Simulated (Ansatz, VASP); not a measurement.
**Two plane-wave programs on KCdCO3F**

```
K Cd C O F
1.0
     5.04193    0.00000    0.00000
    -2.52096    4.36644    0.00000
     0.00000    0.00000    4.42406
K Cd C O F
1 1 1 3 1
Direct
  0.00000 0.00000 0.00000
  0.66667 0.33333 0.50000
  0.33333 0.66667 0.50000
  0.18641 0.37283 0.50000
  0.18641 0.81359 0.50000
  0.62717 0.81359 0.50000
  0.66667 0.33333 0.00000
```

Alike in both runs: task single point; functional LDA; k mesh 6 × 6 × 6; no spin polarisation.

```csv
,VASP,Ansatz
version,VASP 6.6.1,Ansatz 0.2.0
potentials or method,"VASP PAW LDA potentials, release 64 (K_sv, Cd, C, O, F)","plane waves, PAW"
plane-wave cutoff (eV),520,420
occupations,"gaussian, width 0.01 eV",fixed
valence electrons in the cell,50,58
```

Ansatz gave:

* gap on the k mesh at the Fermi level (eV): 1.75
* pressure (GPa): -4.0
* traceless stress, the component that is largest in VASP (GPa): 0.00
* rms of the force components (eV/Å): 0.030

Q: Which values does VASP return?

A: gap on the k mesh at the Fermi level (eV): 1.75; pressure (GPa): -2.9; traceless stress, the component that is largest in VASP (GPa): -0.58; rms of the force components (eV/Å): 0.101.

LDA's correlation is that of Perdew and Zunger in VASP and of Perdew and Wang (1992) in Ansatz. Atom by atom the forces differ by 0.131 eV/Å (rms over components). One of these differences is far larger than is usual between the two programs; its cause wasn't traced. VASP's potentials hold 50 valence electrons a cell and Ansatz's 58, so a difference there can come from the potentials and not from the codes.
